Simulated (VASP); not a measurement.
**Se: single point with LDA**

Crystal: Se.

```xyz
3
Lattice="3.9535 0.0000 0.0000 -1.9767 3.4238 0.0000 0.0000 0.0000 5.1205" Properties=species:S:1:pos:R:3 pbc="T T T"
Se   -0.9711    3.4238    1.7068
Se    3.4507    0.8709    3.4137
Se    1.4739    2.5529    5.1205
```

```
Program                : VASP 6.6.1
Task                   : single point
Functional             : LDA
Potentials or basis    : VASP PAW LDA potentials, release 64 (Se)
Cutoff                 : 520 eV
k mesh                 : 9 × 9 × 6
Occupations            : gaussian, width 0.2 eV
Spin                   : no spin polarisation
Dipole correction      : no
Further INCAR settings : ALGO = Normal; EDIFF = 1e-07; NBANDS = 16
```

```
Pressure               : 0.2 GPa
Largest force          : 0.051 eV/Å
Band gap on the k mesh : 0.28 eV, direct
```

Forces in eV/Å, atoms in the order of the input:
```
Se   0.051  0.000  0.000
Se  -0.026  0.044  0.000
Se  -0.026 -0.044  0.000
```

Stress tensor (GPa, compression positive):
```
0.13 0.00 0.00
0.00 0.13 0.00
0.00 0.00 0.30
```

Levels at points of the mesh, in eV from the valence-band top:
| k point | band 5 | band 6 | band 7 | band 8 | band 9 | band 10 | band 11 | band 12 | band 13 | band 14 |
| --- | --- | --- | --- | --- | --- | --- | --- | --- | --- | --- |
| (0.00, 0.00, 0.00) | -3.45 | -3.45 | -1.98 | -1.98 | -0.69 | 1.32 | 1.32 | 2.00 | 6.17 | 6.17 |
| (0.00, 0.00, 0.50) | -3.19 | -3.19 | -1.52 | -1.35 | -1.35 | 0.74 | 0.75 | 0.75 | 5.26 | 6.80 |

It took 25 s on 1 thread of Intel(R) Xeon(R) 6975P-C (Granite Rapids) (shared host), peak memory 0.18 GiB.

A k mesh can miss the band edges.
